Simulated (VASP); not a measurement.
A run of VASP 6.6.1 is set up as follows.

INCAR

```
PREC     = Accurate       # precision mode
ENCUT    = 520            # plane-wave cutoff, eV
EDIFF    = 1E-7           # SCF threshold, eV
ISMEAR   = -1             # smearing method
SIGMA    = 0.05           # smearing width, eV
LREAL    = F              # projectors in reciprocal space
LASPH    = T              # aspherical terms in the spheres
NELM     = 100            # most SCF steps
ALGO     = Normal         # electronic algorithm
ISIF     = 2              # what is computed and relaxed
LWAVE    = F              # write WAVECAR
LCHARG   = T              # write CHGCAR
GGA      = CA             # functional
LELF     = T              # ELF
LVHAR    = T            
NBANDS   = 21             # bands
```

The input KPOINTS:

```
regular mesh
0
Gamma
  11 11 11
```

Contents of POSCAR:

```
Ge
1.0
   -2.5219343658      2.5219343658      1.3688860134
    2.5219343658     -2.5219343658      1.3688860134
    2.5219343658      2.5219343658     -1.3688860134
Ge
2
Direct
    0.5000000000      0.5000000000      0.0000000000
    0.2500000000      0.7500000000      0.5000000000
```

Potentials or basis: VASP PAW LDA potentials, release 64 (Ge_d).

Run with:

```bash
$ cat potpaw_LDA.64/Ge_d/POTCAR > POTCAR
$ mpirun -np 1 vasp_std > vasp.out
```

Task: Estimate the band gap on the k mesh.

Result: Zero (band 14 reaches 9.11 eV, above the bottom of band 15 at 4.04 eV).

Task: Predict the pressure.

Result: 2.7 GPa.

Stress tensor (GPa, compression positive):
```
2.74 0.00 0.00
0.00 2.74 0.00
0.00 0.00 2.63
```
